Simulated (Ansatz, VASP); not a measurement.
# One calculation of Te2Mo, two programs

INCAR

```
PREC     = Accurate       # precision mode
ENCUT    = 520            # plane-wave cutoff, eV
EDIFF    = 1E-7           # SCF threshold, eV
ISMEAR   = 0              # smearing method
SIGMA    = 0.1            # smearing width, eV
LREAL    = F              # projectors in reciprocal space
LASPH    = T              # aspherical terms in the spheres
NELM     = 80             # most SCF steps
ALGO     = Normal         # electronic algorithm
ISIF     = 2              # what is computed and relaxed
LWAVE    = F              # write WAVECAR
LCHARG   = F              # write CHGCAR
GGA      = PE             # functional
IVDW     = 12             # dispersion correction
NBANDS   = 64             # bands
KPAR     = 4
```

KPOINTS

```
regular mesh
0
Gamma
  6 6 4
```

POSCAR

```
Te2Mo
1.0
    7.0182691823      0.0000000000      0.0000000000
   -3.5091345911      6.0779994024      0.0000000000
    0.0000000000      0.0000000000     17.5148204021
Te Mo
8 4
Direct
    0.1666666667      0.3333333333      0.8964393082
    0.1666666667      0.8333333333      0.8964393082
    0.6666666667      0.3333333333      0.8964393082
    0.6666666667      0.8333333333      0.8964393082
    0.1666666667      0.3333333333      0.1035606918
    0.1666666667      0.8333333333      0.1035606918
    0.6666666667      0.3333333333      0.1035606918
    0.6666666667      0.8333333333      0.1035606918
    0.0000000000      0.0000000000      0.0000000000
    0.0000000000      0.5000000000      0.0000000000
    0.5000000000      0.0000000000      0.0000000000
    0.5000000000      0.5000000000      0.0000000000
```

Input for Ansatz:

```yaml
crystal:
  lattice:
    - [7.0182691823, 0.0, 0.0]
    - [-3.5091345911, 6.0779994024, 0.0]
    - [0.0, 0.0, 17.5148204021]
  atoms:
    - { symbol: Te, position: [0.1666666667, 0.3333333333, 0.8964393082] }
    - { symbol: Te, position: [0.1666666667, 0.8333333333, 0.8964393082] }
    - { symbol: Te, position: [0.6666666667, 0.3333333333, 0.8964393082] }
    - { symbol: Te, position: [0.6666666667, 0.8333333333, 0.8964393082] }
    - { symbol: Te, position: [0.1666666667, 0.3333333333, 0.1035606918] }
    - { symbol: Te, position: [0.1666666667, 0.8333333333, 0.1035606918] }
    - { symbol: Te, position: [0.6666666667, 0.3333333333, 0.1035606918] }
    - { symbol: Te, position: [0.6666666667, 0.8333333333, 0.1035606918] }
    - { symbol: Mo, position: [0.0, 0.0, 0.0] }
    - { symbol: Mo, position: [0.0, 0.5, 0.0] }
    - { symbol: Mo, position: [0.5, 0.0, 0.0] }
    - { symbol: Mo, position: [0.5, 0.5, 0.0] }
basis:
  ecutwfc: 420
kpoints:
  mp_grid: { grid: [6, 6, 4] }
hamiltonian:
  xc: pbe
  dispersion: d3bj
scf:
  occupations: { method: gaussian, width: 0.1 }
output:
  forces: true
  stress: true
  eigenvalues: true
```

Alike in both runs: task single point; functional PBE; dispersion D3(BJ); k mesh 6 × 6 × 4; occupations gaussian, width 0.1 eV; no spin polarisation.

|  | VASP | Ansatz |
| --- | --- | --- |
| version | VASP 6.6.1 | Ansatz 0.2.0 |
| potentials or method | VASP PAW PBE potentials, release 64 (Te, Mo_sv), cutoff 520 eV | scalar-relativistic, plane waves, PAW |
| valence electrons in the cell | 104 | 184 |

|  | VASP | Ansatz | Ansatz less VASP |
| --- | --- | --- | --- |
| gap on the k mesh at the Fermi level (eV) | 1.17 | 1.18 | +0.001 |
| least direct gap on the mesh (eV) | 1.17 | 1.18 | +0.001 |
| rms of the force components (eV/Å) | 0.014 | 0.008 | -0.0063 |

Atom by atom the forces differ by 0.006 eV/Å (rms over components). VASP's potentials hold 104 valence electrons a cell and Ansatz's 184, so a difference there can come from the potentials and not from the codes.

Neither program's run includes spin-orbit coupling.
